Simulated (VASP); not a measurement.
## BN: single point with r2SCAN

The system is BN.

```xyz
4
Lattice="2.5040 0.0000 0.0000 -1.2520 2.1685 0.0000 0.0000 0.0000 6.6612" Properties=species:S:1:pos:R:3 pbc="T T T"
B    -0.0424    1.4033    1.6653
B     1.2944    0.7653    4.9959
N     0.0424    1.4880    4.9959
N     1.2096    0.6805    1.6653
```

This cell differs from its parent crystal: mode 4 (47.7 1/cm) frozen in, largest displacement -0.060 Å.

```json
{
  "Program": "VASP 6.6.1",
  "Task": "single point",
  "Functional": "r2SCAN",
  "Potentials or basis": "VASP PAW PBE potentials, release 64 (B, N)",
  "Cutoff": "520 eV",
  "k mesh": "12 × 12 × 4",
  "Occupations": "gaussian, width 0.05 eV",
  "Spin": "no spin polarisation"
}
```

```
Pressure               : -0.2 GPa
Largest force          : 0.006 eV/Å
Band gap on the k mesh : 4.63 eV, indirect (least direct gap 5.03 eV)
```

Forces on the atoms (eV/Å):
```
B    0.005  0.004  0.000
B   -0.005 -0.004  0.000
N   -0.003 -0.005  0.000
N    0.003  0.005  0.000
```

Stress tensor (GPa, compression positive):
```
-0.69 -0.06  0.00
-0.06 -0.57  0.00
 0.00  0.00  0.60
```

Levels at points of the mesh, in eV from the valence-band top:
```csv
k point,band 4,band 5,band 6,band 7,band 8,band 9,band 10,band 11,band 12,band 13
"(0.00, 0.00, 0.00)",-4.25,-1.40,-1.39,-1.36,-1.36,5.57,11.00,12.25,12.27,12.37
"(0.50, 0.00, 0.00)",-9.21,-4.33,-4.26,-1.52,-0.40,4.63,6.45,10.17,10.63,13.15
"(0.00, 0.50, 0.00)",-9.25,-4.33,-4.27,-1.44,-0.55,5.00,6.14,10.17,10.61,13.32
"(0.50, 0.50, 0.00)",-9.24,-4.33,-4.27,-1.46,-0.50,4.90,6.22,10.16,10.63,13.27
"(0.00, 0.00, 0.50)",-5.45,-1.38,-1.38,-1.38,-1.38,8.05,8.05,12.32,12.32,12.32
"(0.50, 0.00, 0.50)",-9.27,-4.30,-4.30,-0.96,-0.96,5.30,5.30,10.58,10.58,14.30
"(0.00, 0.50, 0.50)",-9.27,-4.30,-4.30,-0.96,-0.96,5.30,5.30,10.60,10.60,14.26
"(0.50, 0.50, 0.50)",-9.27,-4.30,-4.30,-0.96,-0.96,5.30,5.30,10.59,10.59,14.26
```

It took 3.3 min on 1 thread of Intel(R) Xeon(R) 6975P-C (Granite Rapids), on a shared host, peak memory 0.23 GiB.

Caveat: the cell differs from its parent crystal (mode 4 (47.7 1/cm) frozen in, largest displacement -0.060 Å); the PAW data sets were made with another functional, which shifts forces and pressure a little. A k mesh can miss the band edges.
